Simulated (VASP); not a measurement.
KCd2P2, 5 atoms in the cell. The structure is orthorhombic, space group Fmmm (No. 69). The conventional cell has a = 5.917 Å, b = 5.983 Å, c = 13.188 Å, α = 90.00°, β = 90.00°, γ = 90.00°. K (site symmetry mmm) has 10 Cd at 3.48 to 4.76 Å and 8 P at 3.91 Å and 4 K at 4.21 Å within 4.8 Å. Cd (site symmetry mm2) has 4 P at 2.56 Å and 4 K at 3.48 to 3.51 Å and 1 Cd at 3.66 Å within 3.7 Å. Within 3.4 Å of P (site symmetry 222) lie 4 Cd at 2.56 Å and 4 P at 2.96 to 2.99 Å. The cell was generated, and may not be a known phase.

* Program: VASP 6.6.1
* Task: relaxation of cell and atoms
* Functional: PBE
* Potentials or basis: VASP PAW PBE potentials, release 64 (K_sv, Cd, P)
* Cutoff: 500 eV
* k mesh: 4 × 4 × 4
* Occupations: gaussian, width 0.1 eV
* Spin: no spin polarisation
* Dipole correction: no
* Further INCAR settings: ALGO = Normal; EDIFF = 1e-07; IBRION = 2; EDIFFG = -0.04; NSW = 90; ISIF = 3

Potentials or basis: VASP PAW PBE potentials, release 64 (K_sv, Cd, P).

Command:

```sh
$ cat potpaw_PBE.64/K_sv/POTCAR potpaw_PBE.64/Cd/POTCAR potpaw_PBE.64/P/POTCAR > POTCAR
$ mpirun -np 1 vasp_std > vasp.out
```

Hardware: 1 thread of Oxide Virtual Turin-like Processor, on a shared host.

**Question.** How long does it take, and how much memory?

**Answer.** Wall time 8.9 min on 1 thread of Oxide Virtual Turin-like Processor, with other jobs on the host, peak memory 0.31 GiB. Counts: scf iterations 160, k points 18, ion steps 17.
